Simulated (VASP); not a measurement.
Here is a VASP 6.6.1 calculation.

INCAR

```
PREC = Accurate
ENCUT = 520
EDIFF = 1E-7
ISMEAR = -1
SIGMA = 0.05
LREAL = F
LASPH = T
NELM = 80
ALGO = Normal
ISIF = 2
LWAVE = F
LCHARG = T
GGA = CA
LELF = T
LVHAR = T
NBANDS = 36
```

The input KPOINTS:

```
regular mesh
0
Gamma
  8 8 3
```

The input POSCAR:

```
Ge
1.0
    3.9956626301      0.0000000000      0.0000000000
   -1.9978313150      3.4603453426      0.0000000000
    0.0000000000      0.0000000000     10.8447818813
Ge
4
Direct
    0.6666666667      0.3333333333      0.4148480000
    0.3333333333      0.6666666667      0.9148480000
    0.0000000000      0.0000000000      0.4774520000
    0.0000000000      0.0000000000      0.9774520000
```

Potentials or basis: VASP PAW LDA potentials, release 64 (Ge_d).

The run is started by

```bash
$ cat potpaw_LDA.64/Ge_d/POTCAR > POTCAR
$ mpirun -np 1 vasp_std > vasp.out
```

(1) Estimate the band gap on the k mesh.

(2) Estimate the pressure.

(3) What does it give for the largest force?

Answers

(1) 0.69 eV, indirect (least direct gap 0.70 eV).

(2) -1.4 GPa.

(3) 0.174 eV/Å.
